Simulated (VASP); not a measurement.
# Li (P1) in VASP: single point with PBE

Aim: the single point of Li with PBE.

Everything below comes from runs of VASP 6.6.1. Logs are shortened: lines on timing, memory, paths and dates and some standing lists are left out, and cuts for length are marked.

### Step 1. The cell of the first run

The typed cell holds 4 atoms: a = 4.369 Å, b = 4.402 Å, c = 4.404 Å, α = 90.29°, β = 90.57°, γ = 89.58°.

### Step 2. Single point, PBE (atoms moved at random and the cell strained at random)

Contents of INCAR:

```
SYSTEM = Li
PREC = Accurate ; ENCUT = 520
EDIFF = 1E-6 ; ISMEAR = 0
SIGMA = 0.1 ; LREAL = .FALSE.
LASPH = .TRUE. ; NELM = 60
ALGO = Fast ; ISIF = 2
LWAVE = .FALSE. ; LCHARG = .TRUE.
GGA = PE ; LELF = .TRUE.
LVHAR = .TRUE. ; NBANDS = 14
```

Contents of KPOINTS:

```
regular mesh
0
G
  8 8 8
  0 0 0
```

Contents of POSCAR:

```
Li
1.0
    4.3692714341      0.0159468964     -0.0219158464
    0.0159468964      4.4018333930     -0.0110024676
   -0.0219158464     -0.0110024676      4.4035706247
Li
4
Direct
    0.8753514879      0.1214090479      0.6299308817
    0.3770419359      0.3787368739      0.3732793982
    0.1181808085      0.6223272329      0.8766468246
    0.6294257677      0.8775290903      0.1201428956
```

Potentials or basis: VASP PAW PBE potentials, release 64 (Li_sv).

Command:

```bash
$ cat potpaw_PBE.64/Li_sv/POTCAR > POTCAR
$ mpirun -np 1 vasp_std > vasp.out
```

OUTCAR:

```text
SYSTEM = Li
   PREC = Accurate
   ENCUT = 520
   EDIFF = 1E-6
   ISMEAR = 0
   LREAL = .FALSE.
   LASPH = .TRUE.
   NELM = 60
   ISIF = 2
   GGA = PE

 ion  position               nearest neighbor table
   1  0.875  0.121  0.630-
   2  0.377  0.379  0.373-
   3  0.118  0.622  0.877-
   4  0.629  0.878  0.120-

  LATTYP: Found a triclinic cell.
 ALAT       =     7.5755641040
 B/A-ratio  =     1.2936119277
 C/A-ratio  =     0.5812951807
 COS(alpha) =     0.0000468454
 COS(beta)  =     0.5784411965
 COS(gamma) =     0.7735251031

  Lattice vectors:

 A1 = (  -4.3314086913,   4.3968889642,  -4.3926572459)
 A2 = (  -4.3373776413,   8.7877198896,  -0.0000890888)
 A3 = (   0.0219158464,   0.0110024676,  -4.4035706247)

Analysis of symmetry for initial positions (statically):
=====================================================================
 Subroutine PRICEL returns:
 Original cell was already a primitive cell.

 Routine SETGRP: Setting up the symmetry group for a
 triclinic supercell.

 Subroutine GETGRP returns: Found  1 space group operations
 (whereof  1 operations were pure point group operations)
 out of a pool of  2 trial point group operations.

The static configuration has the point symmetry C_1 .

Analysis of symmetry for dynamics (positions and initial velocities):
=====================================================================
 Subroutine PRICEL returns:
 Original cell was already a primitive cell.

 Routine SETGRP: Setting up the symmetry group for a
 triclinic supercell.

 Subroutine GETGRP returns: Found  1 space group operations
 (whereof  1 operations were pure point group operations)
 out of a pool of  2 trial point group operations.

The dynamic configuration has the point symmetry C_1 .

 Subroutine INISYM returns: Found  1 space group operations
 (whereof  1 operations are pure point group operations),
 and found     1 'primitive' translations

----------------------------------------------------------------------------------------

                                     Primitive cell

  volume of cell :      84.6893

  direct lattice vectors                    reciprocal lattice vectors
     4.369271434  0.015946896 -0.021915846     0.228879829 -0.000826340  0.001137033
     0.015946896  4.401833393 -0.011002468    -0.000826340  0.227182469  0.000563510
    -0.021915846 -0.011002468  4.403570625     0.001137033  0.000563510  0.227095510
[... 94 lines left out ...]
   ISIF   =      2    stress and relaxation
   ISYM   =      2    0-nonsym 1-usesym 2-fastsym
   POTIM  = 0.5000    time-step for ionic-motion
   TEBEG  =    0.0;   TEEND  =   0.0 temperature during run
   PSTRESS=    0.0 pullay stress
   NELECT =      12.0000    total number of electrons
   NUPDOWN=      -1.0000    fix difference up-down
   EMIN   =  10.00;   EMAX   =-10.00  energy-range for DOS
   EFERMI =   0.00;   METHOD = LEGACY
   ISMEAR =     0;   SIGMA  =   0.10  broadening in eV -4-tet -1-fermi 0-gaus
   EFERMI_NEDOS =   21; number of points for ismear=-14 and -15
   IALGO  =     68    algorithm
   IMIX   =      4    mixing-type and parameters
     AMIX     =   0.40;   BMIX     =  1.00
     AMIX_MAG =   1.60;   BMIX_MAG =  1.00
  volume/ion in A,a.u.               =      21.17       142.88
  Fermi-wavevector in a.u.,A,eV,Ry     =   0.853478  1.612840  9.910826  0.728425
  Thomas-Fermi vector in A             =   1.969927
   LORBIT       =      0    0 simple, 1 ext, 2 COOP (PROOUT), +10 PAW based schemes
   GGA     = PE    functional components
   LHFCALC =     F    Hartree Fock is set to
   AEXX    =    0.0000 exact exchange contribution
   IVDW    =     0    specifies the selected vdW correction
   LEPSILON=     F    determine dielectric tensor
   LRPA    =     F    only Hartree local field effects (RPA)
 non-spin polarized calculation
 RMM-DIIS sequential band-by-band and
 Gauss-broadening in eV      SIGMA  =   0.10
  energy-cutoff  :      520.00
  volume of cell :       84.69
 maximum number of plane-waves:      2304
   NGX = 17   NGY = 17   NGZ = 17

 number of electron      11.9999998 magnetization

 Free energy of the ion-electron system (eV)
  ---------------------------------------------------
  ext. energy  EPLUGINS =         0.00000000
  ---------------------------------------------------
  free energy    TOTEN  =        -6.56469908 eV

  energy without entropy =       -6.55740128  energy(sigma->0) =       -6.56105018

 E-fermi :   0.6438     XC(G=0):  -6.9308

 val. band max:        0.6343898428   @ k =   0.2500   0.5000   0.5000
 cond. band min:       0.6446482219   @ k =   0.2500  -0.2500   0.2500
 fundamental gap:      0.0102583792
 Fermi energy:         0.6438391567

 k-point     1 :       0.0000    0.0000    0.0000
  band No.  band energies     occupation
      1     -46.5410      2.00000
      2     -46.4971      2.00000
      3     -46.4933      2.00000
      4     -46.4879      2.00000
      5      -2.9512      2.00000
      6       2.8012      0.00000
      7       2.8932      0.00000
      8       2.9268      0.00000
      9       2.9816      0.00000
     10       3.0597      0.00000
     11       3.0827      0.00000
     12       8.7647      0.00000
     13       8.8147      0.00000
     14       9.1078      0.00000
[... 377 lines left out ...]
      1     -46.5273      2.00000
      2     -46.5107      2.00000
      3     -46.4957      2.00000
      4     -46.4852      2.00000
      5      -1.7812      2.00000
      6      -0.3366      2.00000
      7       1.3454      0.00000
      8       2.4619      0.00000
      9       3.7345      0.00000
     10       4.1649      0.00000
     11       6.2100      0.00000
     12       6.6306      0.00000
     13       7.3382      0.00000
     14       8.4825      0.00000

 [... further k-points ...]
[... 5 lines left out ...]
  --------------------------------------------------------------------------------------
  -------------------------------------------------------------------------------------
  Total        0.0638242      0.2270488      0.2492667     -0.1211887     -0.0914208     -0.0776724
  in kB        1.2074462      4.2953778      4.7157040     -2.2926853     -1.7295265     -1.4694297
  external PRESSURE =       3.4061760 kB  Pullay stress =       0.0000000 kB

 VOLUME and BASIS-vectors are now :
 -----------------------------------------------------------------------------
  energy-cutoff  :      520.00
  volume of cell :       84.69
      direct lattice vectors                 reciprocal lattice vectors
     4.369271434  0.015946896 -0.021915846     0.228879829 -0.000826340  0.001137033
     0.015946896  4.401833393 -0.011002468    -0.000826340  0.227182469  0.000563510
    -0.021915846 -0.011002468  4.403570625     0.001137033  0.000563510  0.227095510

 POSITION                                       TOTAL-FORCE (eV/Angst)
 -----------------------------------------------------------------------------------
      3.81278      0.54145      2.75343         0.041706      0.020661     -0.050214
      1.64526      1.66904      1.63133        -0.021333      0.026560      0.025302
      0.50708      2.73162      3.85094         0.060428     -0.050663     -0.019338
      2.76149      3.87145      0.50561        -0.080801      0.003442      0.044249
 -----------------------------------------------------------------------------------
    total drift:                               -0.000560     -0.000198      0.000056

  FREE ENERGIE OF THE ION-ELECTRON SYSTEM (eV)
  ---------------------------------------------------
  free  energy   TOTEN  =        -6.5646990778 eV

  energy  without entropy=       -6.5574012775  energy(sigma->0) =       -6.56105018
```

OSZICAR:

```text
N       E                     dE             d eps       ncg     rms          rms(c)
DAV:   1     0.518486131520E+02    0.51849E+02   -0.57031E+03  7280   0.839E+02
DAV:   2     0.703747883769E+01   -0.44811E+02   -0.43451E+02  8462   0.207E+02
DAV:   3    -0.624346787376E+01   -0.13281E+02   -0.13051E+02 14212   0.501E+01
DAV:   4    -0.656051962122E+01   -0.31705E+00   -0.31675E+00  9482   0.150E+01
DAV:   5    -0.657872097305E+01   -0.18201E-01   -0.18200E-01 11966   0.251E+00    0.546E-01
RMM:   6    -0.656955386459E+01    0.91671E-02   -0.35254E-03 10230   0.487E-01    0.329E-01
RMM:   7    -0.656429109193E+01    0.52628E-02   -0.77730E-03 10880   0.517E-01    0.706E-02
RMM:   8    -0.656458729754E+01   -0.29621E-03   -0.28645E-03 13276   0.303E-01    0.203E-02
RMM:   9    -0.656467946376E+01   -0.92166E-04   -0.79504E-04 13432   0.147E-01    0.247E-02
RMM:  10    -0.656469167292E+01   -0.12209E-04   -0.11247E-04 12022   0.626E-02    0.420E-02
RMM:  11    -0.656469906464E+01   -0.73917E-05   -0.12779E-04 12653   0.532E-02    0.154E-02
RMM:  12    -0.656470338063E+01   -0.43160E-05   -0.46522E-05 13328   0.349E-02    0.172E-02
RMM:  13    -0.656470578409E+01   -0.24035E-05   -0.15802E-05 11755   0.195E-02    0.218E-02
RMM:  14    -0.656470398579E+01    0.17983E-05   -0.50526E-06 10249   0.124E-02    0.157E-02
RMM:  15    -0.656469987722E+01    0.41086E-05   -0.17190E-06  9274   0.961E-03    0.182E-03
RMM:  16    -0.656469907777E+01    0.79945E-06   -0.97463E-07  8185   0.801E-03
   1 F= -.65646991E+01 E0= -.65610502E+01  d E =-.729780E-02
```

It took 2.4 min on 1 thread of Intel Xeon 6975P-C (Granite Rapids), shared host; peak memory 0.33 GiB.

What came out:

```yaml
Free_energy: -6.5647 eV
Largest_force: 0.092 eV/Å
Band_gap_on_the_k_mesh: zero (bands 6 and 7 overlap by 2.39 eV)
```

Forces on the atoms (eV/Å):
```
Li   0.042  0.021 -0.050
Li  -0.021  0.027  0.025
Li   0.060 -0.051 -0.019
Li  -0.081  0.003  0.044
```

Caveat: the cell differs from its parent crystal (atoms moved at random and the cell strained at random); the cutoff is under 1.25 times the usual one of these potentials, so pressure, stress and relaxed cells hold a basis-set (Pulay) error.
